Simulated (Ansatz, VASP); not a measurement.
Two plane-wave programs on Be2C3

```
Be C
1.0
     3.01788    0.00000    0.00000
    -1.50894    2.61356    0.00000
     0.00000    0.00000    4.69533
Be C
2 3
Direct
  0.33333 0.66667 0.24500
  0.66667 0.33333 0.75500
  0.00000 0.00000 0.00000
  0.33333 0.66667 0.64500
  0.66667 0.33333 0.35500
```

Alike in both runs: task relaxation of cell and atoms; functional r2SCAN; k mesh 6 × 6 × 4; occupations gaussian, width 0.1 eV; no spin polarisation.

|  | VASP | Ansatz |
| --- | --- | --- |
| version | VASP 6.6.1 | Ansatz 0.2.0 |
| potentials or method | VASP PAW PBE potentials, release 64 (Be, C), cutoff 600 eV | scalar-relativistic, plane waves, PAW |
| valence electrons in the cell | 16 | 16 |

|  | VASP | Ansatz | Ansatz less VASP |
| --- | --- | --- | --- |
| gap on the k mesh at the Fermi level, each at its own relaxed structure (eV) | none | none | - |
| relaxed volume (Å³/atom) | 7.23 | 7.25 | +0.013 |
| relaxed length of the cell vector where the two differ most in proportion (Å) | 5.947 | 5.965 | +0.0173 |

VASP's potentials were made for PBE, not for r2SCAN. A gap of «none» marks a metal or a gap that the smearing closes.

The k mesh is coarse, so the values compare programs but aren't converged.
